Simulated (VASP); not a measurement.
Write the native input for VASP 6.6.1 that does the following.

```yaml
Task: single point
Functional: PBE
Potentials_or_basis: VASP PAW PBE potentials, release 64 (Zr_sv, S)
Cutoff: 500 eV
k_mesh: 6 × 6 × 2
Occupations: gaussian, width 0.01 eV
Spin: no spin polarisation
Dipole_correction: no
Further_INCAR_settings: ALGO = Normal; EDIFF = 1e-06; NBANDS = 19
```

The structure of ZrS2 lies in POSCAR:

```
ZrS2
1.0
    3.6909942008      0.0000000000      0.0000000000
   -1.8454971004      3.1964947431      0.0000000000
    0.0000000000      0.0000000000      6.1113060417
Zr S
1 2
Direct
    0.0000000000      0.0000000000      0.0000000000
    0.6666666667      0.3333333333      0.7649092999
    0.3333333333      0.6666666667      0.2350907001
```

The input as run:

INCAR

```
SYSTEM = ZrS2
PREC = Accurate
ENCUT = 500
EDIFF = 1E-6
ISMEAR = 0
SIGMA = 0.01
LREAL = .False.
LASPH = .True.
NELM = 120
ALGO = Normal
ISIF = 2
LWAVE = .False.
LCHARG = .False.
GGA = PE
NBANDS = 19
GGA_COMPAT = .False.
```

KPOINTS

```
Automatic mesh
0
Gamma
  6 6 2
  0 0 0
```

Potentials or basis: VASP PAW PBE potentials, release 64 (Zr_sv, S).

Run with:

```console
$ cat potpaw_PBE.64/Zr_sv/POTCAR potpaw_PBE.64/S/POTCAR > POTCAR
$ mpirun -np 1 vasp_std > vasp.out
```

Results of the run:

```json
{
  "Pressure": "0.5 GPa",
  "Largest force": "0.057 eV/Å",
  "Band gap on the k mesh": "1.10 eV, indirect (least direct gap 1.68 eV)"
}
```

Caveat: the k points lie up to 0.51 Å⁻¹ apart; this functional lacks dispersion, which binds the layers, so the pressure and a relaxed spacing across them are unreliable.

Wall time 10 s on 1 thread of AMD EPYC 9R45 96-Core Processor (Zen 5), with other jobs on the host, peak memory 0.15 GiB.
